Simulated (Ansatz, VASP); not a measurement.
One calculation of Ni, two programs

INCAR

```
AGGAC = 1.0 ; AGGAX = 1.0
ALDAC = 0.0 ; ALDAX = 1.0
ALGO = Normal ; EDIFF = 1E-6
ENCUT = 600 ; GGA = B5
GGA_COMPAT = F ; ISIF = 2
ISMEAR = -1 ; LASPH = T
LCHARG = F ; LREAL = F
LWAVE = F ; NBANDS = 11
NELM = 120 ; PREC = Accurate
SIGMA = 0.1
```

KPOINTS

```
k-points
0
Gamma
  15 15 15
```

File POSCAR:

```
Ni
1.0
    2.3349467430      0.0000000000      0.0000000000
    0.0000000000      2.3349467430      0.0000000000
    0.0000000000      0.0000000000      2.3349467430
Ni
1
Direct
    0.0000000000      0.0000000000      0.0000000000
```

Input for Ansatz:

```yaml
crystal:
  lattice:
    - [2.334946743, 0.0, 0.0]
    - [0.0, 2.334946743, 0.0]
    - [0.0, 0.0, 2.334946743]
  atoms:
    - { symbol: Ni, position: [0.0, 0.0, 0.0] }
hamiltonian:
  xc: blyp
  pseudopotentials:
    kind: paw
    azcp:
      Ni: "pseudopotentials/Ni.paw.azcp"
basis:
  ecutwfc: 420
  fft_grid_basis: typed
kpoints:
  mp_grid: { grid: [15, 15, 15], shift: [0, 0, 0] }
magnetization:
  spin_polarized: false
scf:
  occupations: { method: fermi_dirac, width: 0.1 }
  lower_state_search: "off"
output:
  stress: true
  write_density: true
  write_potential: true
  elf: true
  volumetric_format: npy
```

Alike in both runs: task single point; functional BLYP; k mesh 15 × 15 × 15; occupations fermi-dirac, width 0.1 eV; no spin polarisation.

|  | VASP | Ansatz |
| --- | --- | --- |
| version | VASP 6.6.1 | Ansatz 0.2.0 |
| potentials or method | VASP PAW PBE potentials, release 64 (Ni), cutoff 600 eV | plane waves (420 eV) with PAW, scalar-relativistic |
| valence electrons in the cell | 10 | 18 |

|  | VASP | Ansatz | Ansatz less VASP |
| --- | --- | --- | --- |
| pressure (GPa) | 5.4 | 5.5 | +0.07 |

VASP's potentials were made for PBE, not for BLYP. The functional is the same, so the differences come from potentials, cutoffs and numerics. VASP's potentials hold 10 valence electrons a cell and Ansatz's 18, so a difference there can come from the potentials and not from the codes.
